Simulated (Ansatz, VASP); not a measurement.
One calculation of SiC, two programs

```
Si C
1.0
     3.09177    0.00000    0.00000
    -1.54588    2.67755    0.00000
     0.00000    0.00000    5.07402
Si C
2 2
Cartesian
  0.0000 1.7850 0.0232
  1.5459 0.8925 2.5602
  0.0000 1.7850 1.9303
  1.5459 0.8925 4.4674
```

Alike in both runs: functional PBE; k mesh 12 × 12 × 6; occupations gaussian, width 0.02 eV; no spin polarisation.

Ansatz relaxed the structure, and its values are those at the end. VASP's run is a single point on that final structure, the one shown.

|  | VASP | Ansatz |
| --- | --- | --- |
| version | VASP 6.6.1 | Ansatz 0.2.0 |
| potentials or method | VASP PAW PBE potentials, release 64 (Si, C), cutoff 520 eV | scalar-relativistic, plane waves, PAW |
| valence electrons in the cell | 16 | 16 |

|  | VASP | Ansatz | Ansatz less VASP |
| --- | --- | --- | --- |
| gap on the k mesh at the Fermi level (eV) | 2.30 | 2.31 | +0.004 |
| least direct gap on the mesh (eV) | 3.94 | 3.95 | +0.003 |
| pressure (GPa) | 0.0 | 0.0 | +0.05 |
